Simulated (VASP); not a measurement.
Set up this calculation in VASP 6.6.1, as the native input.

- Task: single point
- Functional: PBE
- Potentials or basis: VASP PAW PBE potentials, release 64 (Zn, S)
- Cutoff: 520 eV
- k mesh: 8 × 8 × 8
- Occupations: fermi-dirac, width 0.02 eV
- Spin: no spin polarisation
- Dipole correction: no
- Further INCAR settings: ALGO = Normal; EDIFF = 1e-06; NBANDS = 16

The structure of ZnS lies in POSCAR:

```
ZnS
1.0
   -0.1299707823      2.6883124089      2.6883124089
    2.6883124089     -0.1299707823      2.6883124089
    2.6883124089      2.6883124089     -0.1299707823
Zn S
1 1
Direct
   -0.0037214964     -0.0037214964     -0.0037214964
    0.2537214964      0.2537214964      0.2537214964
```

This cell differs from its parent crystal: epitaxial 111 strain +4.6%.

One way to write it, as run:

INCAR

```
PREC = Accurate ; ENCUT = 520
EDIFF = 1E-6 ; ISMEAR = -1
SIGMA = 0.02 ; LREAL = F
LASPH = T ; NELM = 60
ALGO = Normal ; ISIF = 2
LWAVE = F ; LCHARG = F
GGA = PE ; NBANDS = 16
```

KPOINTS

```
regular mesh
0
Gamma
  8 8 8
```

Potentials or basis: VASP PAW PBE potentials, release 64 (Zn, S).

The run is started by

```console
$ cat potpaw_PBE.64/Zn/POTCAR potpaw_PBE.64/S/POTCAR > POTCAR
$ mpirun -np 1 vasp_std > vasp.out
```

It gave:

```yaml
Pressure: -2.0 GPa
Largest_force: 0.023 eV/Å
Band_gap_on_the_k_mesh: 1.64 eV, direct
```

Caveat: the cell differs from its parent crystal (epitaxial 111 strain +4.6%).

Run time: 26 s on 1 thread of Intel Xeon 6975P-C, with other jobs on the host, peak memory 0.18 GiB.
